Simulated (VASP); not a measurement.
# Nb (Fmmm) in VASP: single point with r2SCAN

Aim: the single point of Nb with r2SCAN.

All numbers are computed with VASP 6.6.1; they aren't measurements. Logs are shortened: lines on timing, memory, paths and dates and some standing lists are left out, and cuts for length are marked.

## Step 1: The cell of the first run

Symmetry: Fmmm, No. 69, orthorhombic system. The conventional cell has a = 3.328 Å, b = 4.589 Å, c = 4.824 Å, α = 90.00°, β = 90.00°, γ = 90.00°. Within 3.7 Å of Nb (site symmetry mmm) lie 14 Nb at 2.83 to 3.33 Å.

## Step 2: Single point, r2SCAN (strain -0.0500 x Voigt [0, 0, 0, 1, 0, 0])

POSCAR reads:

```
Nb
1.0
   -1.6639500000      1.6223512500      1.6223512500
    1.6639500000     -1.7055487500      1.7055487500
    1.6639500000      1.7055487500     -1.7055487500
Nb
1
Direct
    0.0000000000      0.0000000000      0.0000000000
```

INCAR.step1 reads:

```
SYSTEM = Nb
  PREC = Accurate
  ENCUT = 520
  ISMEAR = 0
  SIGMA = 0.15
  LREAL = .False.
  LASPH = .True.
  NELM = 100
  NBANDS = 12
  GGA = PE
  ALGO = Normal
  EDIFF = 1E-4
  LWAVE = .True.
  LCHARG = .False.
```

INCAR.step2 reads:

```
SYSTEM = Nb
  PREC = Accurate
  ENCUT = 520
  EDIFF = 1E-6
  ISMEAR = 0
  SIGMA = 0.15
  LREAL = .False.
  LASPH = .True.
  NELM = 100
  ALGO = Normal
  ISIF = 2
  LWAVE = .False.
  LCHARG = .False.
  METAGGA = R2SCAN
  LMIXTAU = .True.
  NBANDS = 12
  ISTART = 1
```

KPOINTS reads:

```
Automatic mesh
0
Gamma
  20 20 20
  0 0 0
```

Potentials or basis: VASP PAW PBE potentials, release 64 (Nb_sv).

Run with:

```
$ cat potpaw_PBE.64/Nb_sv/POTCAR > POTCAR
$ cp INCAR.step1 INCAR
$ mpirun -np 1 vasp_std > vasp.out
$ cp INCAR.step2 INCAR
$ mpirun -np 1 vasp_std > vasp.out
```

OUTCAR:

```text
SYSTEM = Nb
   PREC = Accurate
   ENCUT = 520
   EDIFF = 1E-6
   ISMEAR = 0
   LREAL = .False.
   LASPH = .True.
   NELM = 100
   ISIF = 2
   METAGGA = R2SCAN
   ISTART = 1

 ion  position               nearest neighbor table
   1  0.000  0.000  0.000-

  LATTYP: Found a face centered orthorhombic cell.
 ALAT       =     3.3279000000
 B/A-ratio  =     1.3788582233
 C/A-ratio  =     1.4495689014

  Lattice vectors:

 A1 = (   0.0000000000,  -0.0831975000,   3.3279000000)
 A2 = (   1.6639500000,  -1.7055487500,   1.7055487500)
 A3 = (   1.6639500000,   1.6223512500,   1.6223512500)

Analysis of symmetry for initial positions (statically):
=====================================================================
 Subroutine PRICEL returns:
 Original cell was already a primitive cell.

 Routine SETGRP: Setting up the symmetry group for a
 face centered orthorhombic supercell.

 Subroutine GETGRP returns: Found  8 space group operations
 (whereof  8 operations were pure point group operations)
 out of a pool of  8 trial point group operations.

The static configuration has the point symmetry D_2h.

Analysis of symmetry for dynamics (positions and initial velocities):
=====================================================================
 Subroutine PRICEL returns:
 Original cell was already a primitive cell.

 Routine SETGRP: Setting up the symmetry group for a
 face centered orthorhombic supercell.

 Subroutine GETGRP returns: Found  8 space group operations
 (whereof  8 operations were pure point group operations)
 out of a pool of  8 trial point group operations.

The dynamic configuration has the point symmetry D_2h.

 Subroutine INISYM returns: Found  8 space group operations
 (whereof  8 operations are pure point group operations),
 and found     1 'primitive' translations

----------------------------------------------------------------------------------------

                                     Primitive cell

  volume of cell :      18.4166

  direct lattice vectors                    reciprocal lattice vectors
    -1.663950000  1.622351250  1.622351250     0.000000000  0.308194665  0.308194665
     1.663950000 -1.705548750  1.705548750     0.300489798  0.007516943  0.300677722
     1.663950000  1.705548750 -1.705548750     0.300489798  0.300677722  0.007516943

  length of vectors
     2.834215369  2.930276895  2.930276895     0.435853075  0.425156108  0.425156108

  position of ions in fractional coordinates (direct lattice)
     0.000000000  0.000000000  0.000000000

  ion indices of the primitive-cell ions
   primitive index   ion index
                 1           1

----------------------------------------------------------------------------------------

 KPOINTS: Automatic mesh

Automatic generation of k-mesh.
 Grid dimensions read from file:
 generate k-points for:   20   20   20

 Generating k-lattice:

  Cartesian coordinates                     Fractional coordinates (reciprocal lattice)
     0.000000000  0.015409733  0.015409733     0.050000000  0.000000000  0.000000000
     0.015024490  0.000375847  0.015033886    -0.000000000  0.050000000  0.000000000
     0.015024490  0.015033886  0.000375847    -0.000000000  0.000000000  0.050000000

  Length of vectors
     0.021792654  0.021257805  0.021257805

  Shift w.r.t. Gamma in fractional coordinates (k-lattice)
     0.000000000  0.000000000  0.000000000

 Subroutine IBZKPT returns following result:
 ===========================================

 Found   1166 irreducible k-points:

 Following reciprocal coordinates:
            Coordinates               Weight
  0.000000  0.000000  0.000000      1.000000
  0.050000  0.000000  0.000000      2.000000
  0.100000  0.000000  0.000000      2.000000
  0.150000  0.000000  0.000000      2.000000
  0.200000  0.000000  0.000000      2.000000
  0.250000  0.000000  0.000000      2.000000
[... 16 lines left out ...]
  0.050000  0.100000  0.000000      8.000000
  0.100000  0.100000 -0.000000      8.000000
 [... further k-points ...]
   k-points           NKPTS =   1166   k-points in BZ     NKDIM =   1166   number of bands    NBANDS=     12
   number of dos      NEDOS =    301   number of ions     NIONS =      1
   total plane-waves  NPLWV =  13824
   dimension x,y,z NGX =    24 NGY =   24 NGZ =   24
   dimension x,y,z NGXF=    48 NGYF=   48 NGZF=   48
   ions per type =               1
   NGX,Y,Z   is equivalent  to a cutoff of  14.08, 13.62, 13.62 a.u.
   NGXF,Y,Z  is equivalent  to a cutoff of  28.16, 27.23, 27.23 a.u.
 SYSTEM =  Nb
   PREC   = accura    normal or accurate (medium, high low for compatibility)
   ISTART =      1    job   : 0-new  1-cont  2-samecut
   ICHARG =      0    charge: 1-file 2-atom 10-const
   ISPIN  =      1    spin polarized calculation?
   LNONCOLLINEAR =      F non collinear calculations
   LSORBIT =      F    spin-orbit coupling
   LASPH  =      T    aspherical Exc in radial PAW
   ENCUT  =  520.0 eV  38.22 Ry    6.18 a.u.   5.27  5.45  5.45*2*pi/ulx,y,z
   NELM   =    100;   NELMIN=  2; NELMDL=  0     # of ELM steps
   EDIFF  = 0.1E-05   stopping-criterion for ELM
   LREAL  =      F    real-space projection
   EDIFFG = 0.1E-04   stopping-criterion for IOM
   NSW    =      0    number of steps for IOM
   IBRION =     -1    ionic relax: 0-MD 1-quasi-New 2-CG
   NFREE  =      0    steps in history (QN), initial steepest desc. (CG)
   ISIF   =      2    stress and relaxation
   ISYM   =      2    0-nonsym 1-usesym 2-fastsym
   POTIM  = 0.5000    time-step for ionic-motion
   TEBEG  =    0.0;   TEEND  =   0.0 temperature during run
   PSTRESS=    0.0 pullay stress
   NELECT =      13.0000    total number of electrons
   NUPDOWN=      -1.0000    fix difference up-down
   EMIN   =  10.00;   EMAX   =-10.00  energy-range for DOS
   EFERMI =   0.00;   METHOD = LEGACY
   ISMEAR =     0;   SIGMA  =   0.15  broadening in eV -4-tet -1-fermi 0-gaus
   EFERMI_NEDOS =   21; number of points for ismear=-14 and -15
   IALGO  =     38    algorithm
   IMIX   =      4    mixing-type and parameters
     AMIX     =   0.40;   BMIX     =  1.00
     AMIX_MAG =   1.60;   BMIX_MAG =  1.00
  volume/ion in A,a.u.               =      18.42       124.28
  Fermi-wavevector in a.u.,A,eV,Ry     =   1.457649  2.754557 28.908837  2.124740
  Thomas-Fermi vector in A             =   2.574425
   LORBIT       =      0    0 simple, 1 ext, 2 COOP (PROOUT), +10 PAW based schemes
   METAGGA = R2SCAN    functional components
   LHFCALC =     F    Hartree Fock is set to
   AEXX    =    0.0000 exact exchange contribution
   IVDW    =     0    specifies the selected vdW correction
   LEPSILON=     F    determine dielectric tensor
   LRPA    =     F    only Hartree local field effects (RPA)
 non-spin polarized calculation
 Gauss-broadening in eV      SIGMA  =   0.15
  energy-cutoff  :      520.00
  volume of cell :       18.42
 maximum number of plane-waves:       509
 NGX is ok and might be reduce to    24
   NGX = 11   NGY = 11   NGZ = 11

 number of electron      13.0000000 magnetization

 Free energy of the ion-electron system (eV)
  ---------------------------------------------------
  ext. energy  EPLUGINS =         0.00000000
  ---------------------------------------------------
  free energy    TOTEN  =       -24.84416620 eV

  energy without entropy =      -24.82768561  energy(sigma->0) =      -24.83592590

 E-fermi :  10.8396     XC(G=0): -13.4948

 val. band max:       10.8386642502   @ k =   0.1500   0.3000   0.1000
 cond. band min:      10.8400028230   @ k =   0.0000  -0.1500   0.1500
 fundamental gap:      0.0013385728
 Fermi energy:        10.8395864052

 k-point     1 :       0.0000    0.0000    0.0000
  band No.  band energies     occupation
      1     -45.3508      2.00000
      2     -20.0191      2.00000
      3     -19.9287      2.00000
      4     -19.8541      2.00000
      5       4.5839      2.00000
      6      10.8787      0.71242
      7      11.2119      0.00045
      8      11.6815      0.00000
      9      14.3439      0.00000
     10      14.4211      0.00000
     11      25.2142      0.00000
     12      25.6599      0.00000

 k-point     2 :       0.0500    0.0000    0.0000
  band No.  band energies     occupation
      1     -45.3440      2.00000
      2     -20.0188      2.00000
      3     -19.9419      2.00000
      4     -19.8935      2.00000
      5       4.6958      2.00000
      6      10.9881      0.16151
      7      11.2260      0.00027
      8      11.6037      0.00000
      9      14.2657      0.00000
     10      14.3295      0.00000
     11      25.3300      0.00000
     12      25.8583      0.00000

 k-point     3 :       0.1000    0.0000    0.0000
  band No.  band energies     occupation
      1     -45.3239      2.00000
      2     -20.0179      2.00000
      3     -20.0068      2.00000
      4     -19.9802      2.00000
      5       5.0197      2.00000
      6      11.2493      0.00011
      7      11.3130      0.00001
      8      11.3864      0.00000
      9      13.8896      0.00000
     10      14.2942      0.00000
     11      25.6339      0.00000
     12      26.4353      0.00000
[... 286 lines left out ...]
 k-point    23 :       0.0500    0.1000    0.0000
  band No.  band energies     occupation
      1     -45.3084      2.00000
      2     -20.1614      2.00000
      3     -20.0422      2.00000
      4     -19.9227      2.00000
      5       5.3057      2.00000
      6      10.8259      1.10252
      7      11.2406      0.00016
      8      11.8809      0.00000
      9      13.7626      0.00000
     10      14.3602      0.00000
     11      25.9302      0.00000
     12      26.8709      0.00000

 k-point    24 :       0.1000    0.1000   -0.0000
  band No.  band energies     occupation
      1     -45.2786      2.00000
      2     -20.3050      2.00000
      3     -20.0548      2.00000
      4     -19.9845      2.00000
      5       5.7832      2.00000
      6      10.7982      1.30328
      7      10.9791      0.18826
      8      12.3635      0.00000
      9      13.3997      0.00000
     10      14.4161      0.00000
     11      26.3171      0.00000
     12      27.3610      0.00000

 [... further k-points ...]
[... 5 lines left out ...]
  --------------------------------------------------------------------------------------
  -------------------------------------------------------------------------------------
  Total       -0.4158964     -0.4485881     -0.4485881      0.0000000      0.0349180      0.0000000
  in kB      -36.1814899    -39.0255545    -39.0255545      0.0000000      3.0377378      0.0000000
  external PRESSURE =     -38.0775330 kB  Pullay stress =       0.0000000 kB

 VOLUME and BASIS-vectors are now :
 -----------------------------------------------------------------------------
  energy-cutoff  :      520.00
  volume of cell :       18.42
      direct lattice vectors                 reciprocal lattice vectors
    -1.663950000  1.622351250  1.622351250     0.000000000  0.308194665  0.308194665
     1.663950000 -1.705548750  1.705548750     0.300489798  0.007516943  0.300677722
     1.663950000  1.705548750 -1.705548750     0.300489798  0.300677722  0.007516943

 POSITION                                       TOTAL-FORCE (eV/Angst)
 -----------------------------------------------------------------------------------
      0.00000      0.00000      0.00000         0.000000     -0.000000      0.000000
 -----------------------------------------------------------------------------------
    total drift:                                0.000000      0.000000     -0.000000

  FREE ENERGIE OF THE ION-ELECTRON SYSTEM (eV)
  ---------------------------------------------------
  free  energy   TOTEN  =       -24.8441661985 eV

  energy  without entropy=      -24.8276856079  energy(sigma->0) =      -24.83592590
```

Wall time 11 min (1 thread of Intel Xeon Platinum 8259CL at 2.50GHz (Skylake/Cascade Lake), shared host); peak memory 0.35 GiB.

Results:

- Free energy: -24.8442 eV
- Pressure: -3.8 GPa

Stress tensor (GPa, compression positive):
```
-3.62  0.00  0.00
 0.00 -3.90  0.30
 0.00  0.30 -3.90
```

Caveat: the cell differs from its parent crystal (strain -0.0500 x Voigt [0, 0, 0, 1, 0, 0]); the PAW data sets were made with another functional, which shifts forces and pressure a little.
